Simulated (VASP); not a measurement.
Wanted: the native input for a VASP 6.6.1 run.

```
Task                   : electric field gradients
Functional             : PBE
Potentials or basis    : VASP PAW PBE potentials, release 64 (Tl_d)
Cutoff                 : 520 eV
k mesh                 : 13 × 13 × 13
Occupations            : fermi-dirac, width 0.03 eV
Spin                   : no spin polarisation
Dipole correction      : no
Further INCAR settings : ALGO = Normal; EDIFF = 1e-08; NBANDS = 12
```

The structure of Tl lies in POSCAR:

```
Tl
1.0
   -1.9689491614      1.9689491614      1.9689491614
    1.9689491614     -1.9689491614      1.9689491614
    1.9689491614      1.9689491614     -1.9689491614
Tl
1
Direct
    0.0000000000      0.0000000000      0.0000000000
```

This cell differs from its parent crystal: volume scaled by 1.02.

One way to write it, as run:

INCAR

```
SYSTEM = Tl
PREC = Accurate
ENCUT = 520
EDIFF = 1E-8
ISMEAR = -1
SIGMA = 0.03
LREAL = .False.
LASPH = .True.
NELM = 60
ALGO = Normal
ISIF = 2
LWAVE = .False.
LCHARG = .False.
GGA = PE
LEFG = .True.
NBANDS = 12
```

KPOINTS

```
regular mesh
0
Gamma
  13 13 13
  0 0 0
```

Potentials or basis: VASP PAW PBE potentials, release 64 (Tl_d).

Command:

```bash
$ cat potpaw_PBE.64/Tl_d/POTCAR > POTCAR
$ mpirun -np 1 vasp_std > vasp.out
```

Results of the run:

The pressure is 0.8 GPa.

Caveat: without QUAD_EFG the Cq values of the log hold for a quadrupole moment of 1 mb, not for the nuclei.

It took 17 s on 1 thread of Intel(R) Xeon(R) Platinum 8488C (Sapphire Rapids), on a shared host, peak memory 0.17 GiB.
